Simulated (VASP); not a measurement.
Pt, 1 atom in the cell. It takes space group Im-3m (No. 229, cubic). Conventional cell: a = 3.168 Å, b = 3.168 Å, c = 3.168 Å, α = 90.00°, β = 90.00°, γ = 90.00°. Pt (site symmetry m-3m) has 14 Pt at 2.74 to 3.17 Å within 3.6 Å. 

* Program: VASP 6.6.1
* Task: single point
* Functional: PBEsol
* Potentials or basis: VASP PAW PBE potentials, release 64 (Pt)
* Cutoff: 520 eV
* k mesh: 9 × 9 × 9
* Occupations: fermi-dirac, width 0.05 eV
* Spin: no spin polarisation
* Dipole correction: no
* Further INCAR settings: ALGO = Fast; EDIFF = 1e-06; NBANDS = 11

Potentials or basis: VASP PAW PBE potentials, release 64 (Pt).

The run is started by

```bash
$ cat potpaw_PBE.64/Pt/POTCAR > POTCAR
$ mpirun -np 1 vasp_std > vasp.out
```

Hardware: 1 thread of AMD EPYC 9R45 96-Core Processor (Zen 5), on a shared host.

**Question.** How long does it take, and how much memory?

**Answer.** It took 3.4 s on 1 thread of AMD EPYC 9R45 96-Core Processor (Zen 5), with other jobs on the host, peak memory 0.09 GiB. Counts: scf iterations 12, k points 35.
